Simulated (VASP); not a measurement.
**BN: single point with LDA**

Crystal: BN.

```
CELL_PARAMETERS angstrom
4.88009 0.00000 0.00000
0.00000 2.59146 0.00000
0.00000 0.00000 4.29205
ATOMIC_POSITIONS crystal
B 0.65959 0.75000 0.09290
B 0.84041 0.25000 0.59290
B 0.15959 0.75000 0.40710
B 0.34041 0.25000 0.90710
N 0.82113 0.75000 0.39351
N 0.17887 0.25000 0.60649
N 0.67887 0.25000 0.89351
N 0.32113 0.75000 0.10649
```

```json
{
 "Program": "VASP 6.6.1",
 "Task": "single point",
 "Functional": "LDA",
 "Potentials or basis": "VASP PAW LDA potentials, release 64 (B, N)",
 "Cutoff": "520 eV",
 "k mesh": "5 × 9 × 5",
 "Occupations": "gaussian, width 0.01 eV",
 "Spin": "no spin polarisation",
 "Dipole correction": "no",
 "Further INCAR settings": "ALGO = Normal; EDIFF = 1e-07; NBANDS = 26"
}
```

* Pressure: -11.0 GPa
* Largest force: 0.106 eV/Å
* Band gap on the k mesh: 5.55 eV (least direct gap 6.13 eV)

Forces on the atoms (eV/Å):
```
B    0.014  0.000 -0.005
B   -0.014  0.000 -0.005
B    0.014  0.000  0.005
B   -0.014  0.000  0.005
N    0.105  0.000 -0.009
N   -0.105  0.000  0.009
N   -0.105  0.000 -0.009
N    0.105  0.000  0.009
```

Stress tensor (GPa, compression positive):
```
-10.20   0.00   0.00
  0.00 -11.62   0.00
  0.00   0.00 -11.10
```

Levels at points of the mesh, in eV from the valence-band top:
```csv
k point,band 13,band 14,band 15,band 16,band 17,band 18,band 19,band 20
"(0.00, 0.00, 0.00)",-0.96,-0.32,-0.19,0.00,6.46,7.10,8.00,8.10
```

Run time: 66 s on 1 thread of AMD EPYC 7R43 64-Core Processor (Zen 3), on a shared host, peak memory 0.13 GiB.

Caveat: the cell stands under tension; an odd mesh through Γ misses points on the zone boundary, where band edges can lie.
